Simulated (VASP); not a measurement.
A run of VASP 6.6.1:

The input INCAR:

```
SYSTEM = Zr3MoC
PREC = Accurate ; ENCUT = 600
EDIFF = 1E-7 ; ISMEAR = 0
SIGMA = 0.1 ; LREAL = .False.
LASPH = .True. ; NELM = 100
ALGO = Normal ; ISIF = 3
LWAVE = .False. ; LCHARG = .False.
GGA = PE ; IBRION = 2
NSW = 100 ; EDIFFG = -0.01
```

KPOINTS

```
regular mesh
0
Gamma
  8 8 8
  0 0 0
```

File POSCAR:

```
Zr3MoC
1.0
    4.9076674723      0.0000000000      0.0000000000
    0.0000000000      4.9076674723      0.0000000000
    0.0000000000      0.0000000000      4.9076674723
Zr Mo C
3 1 1
Direct
    0.5000000000      0.0000000000      0.0000000000
    0.0000000000      0.5000000000      0.0000000000
    0.0000000000      0.0000000000      0.5000000000
    0.0000000000      0.0000000000      0.0000000000
    0.5000000000      0.5000000000      0.5000000000
```

Potentials or basis: VASP PAW PBE potentials, release 64 (Zr_sv, Mo_sv, C).

Run with:

```console
$ cat potpaw_PBE.64/Zr_sv/POTCAR potpaw_PBE.64/Mo_sv/POTCAR potpaw_PBE.64/C/POTCAR > POTCAR
$ mpirun -np 1 vasp_std > vasp.out
```

Hardware: 1 thread of Intel(R) Xeon(R) Platinum 8259CL CPU @ 2.50GHz (Skylake/Cascade Lake) (shared host).

**Question.** Estimate the wall time of this run.

**Answer.** Wall time 8 min on 1 thread of Intel(R) Xeon(R) Platinum 8259CL CPU @ 2.50GHz (Skylake/Cascade Lake) (shared host), peak memory 0.35 GiB. Counts: scf iterations 42, k points 35, ion steps 3.
